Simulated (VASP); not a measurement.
Wanted: the native input for a VASP 6.6.1 run.

```
Task                   : single point
Functional             : PBE
Potentials or basis    : VASP PAW PBE potentials, release 64 (Gd, O)
Cutoff                 : 520 eV
k mesh                 : 7 × 7 × 7
Occupations            : fermi-dirac, width 0.05 eV
Spin                   : collinear spin, zero start
Starting moments       : [0.0, 0.0] μB
Fixed moment           : 0 μB
Dipole correction      : no
Further INCAR settings : ALGO = Normal; EDIFF = 1e-07; NBANDS = 23
```

The structure of GdO lies in POSCAR:

```
GdO
1.0
    0.0000000000      2.7000000000      2.7000000000
    2.7000000000      0.0000000000      2.7000000000
    2.7000000000      2.7000000000      0.0000000000
Gd O
1 1
Direct
    0.0000000000      0.0000000000      0.0000000000
    0.7500000000      0.7500000000      0.7500000000
```

The input as run:

INCAR

```
  PREC = Accurate
  ENCUT = 520
  EDIFF = 1E-7
  ISMEAR = -1
  SIGMA = 0.05
  LREAL = False
  LASPH = True
  NELM = 150
  ALGO = Normal
  ISIF = 2
  LWAVE = False
  LCHARG = False
  ISPIN = 2
  MAGMOM = 0 0
  LORBIT = 11
  NUPDOWN = 0.0
  LMAXMIX = 6
  GGA = PE
  NBANDS = 23
```

KPOINTS

```
regular mesh
0
Gamma
  7 7 7
```

Potentials or basis: VASP PAW PBE potentials, release 64 (Gd, O).

The run is started by

```console
$ cat potpaw_PBE.64/Gd/POTCAR potpaw_PBE.64/O/POTCAR > POTCAR
$ mpirun -np 1 vasp_std > vasp.out
```

It gave:

```json
{"Pressure": "-1.7 GPa", "Net moment": "0.00 μB per cell", "Site moments": "Gd +0.40; O -0.03 μB", "Valence electrons inside the program's atomic spheres": "Gd 15.30; O 5.00"}
```

Caveat: the total moment is fixed, so each spin has its own Fermi level.

Wall time 50 s on 1 thread of Intel(R) Xeon(R) 6975P-C (Granite Rapids), with other jobs on the host, peak memory 0.2 GiB.
